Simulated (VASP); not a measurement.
Input of a VASP 6.6.1 run:

Contents of INCAR:

```
PREC = Accurate
ENCUT = 520
EDIFF = 1E-6
ISMEAR = 0
SIGMA = 0.1
LREAL = False
LASPH = True
NELM = 80
ALGO = Normal
ISIF = 2
LWAVE = False
LCHARG = False
GGA = PE
NBANDS = 31
```

Contents of KPOINTS:

```
regular mesh
0
Gamma
  12 12 6
```

The input POSCAR:

```
Zr2ZnN2
1.0
    3.4054570351      0.0000000000      0.0000000000
    0.0000000000      3.4054570351      0.0000000000
    0.0000000000      0.0000000000      6.5478644127
Zr Zn N
2 1 2
Direct
    0.5000000000      0.5000000000      0.2879532534
    0.5000000000      0.5000000000      0.7120467466
    0.0000000000      0.0000000000      0.0000000000
    0.0000000000      0.5000000000      0.5000000000
    0.5000000000      0.0000000000      0.5000000000
```

Potentials or basis: VASP PAW PBE potentials, release 64 (Zr_sv, Zn, N).

Command:

```sh
$ cat potpaw_PBE.64/Zr_sv/POTCAR potpaw_PBE.64/Zn/POTCAR potpaw_PBE.64/N/POTCAR > POTCAR
$ mpirun -np 1 vasp_std > vasp.out
```

(1) Estimate the pressure.

(2) Estimate the largest force.

Answers

(1) 0.2 GPa.

(2) 0.024 eV/Å.
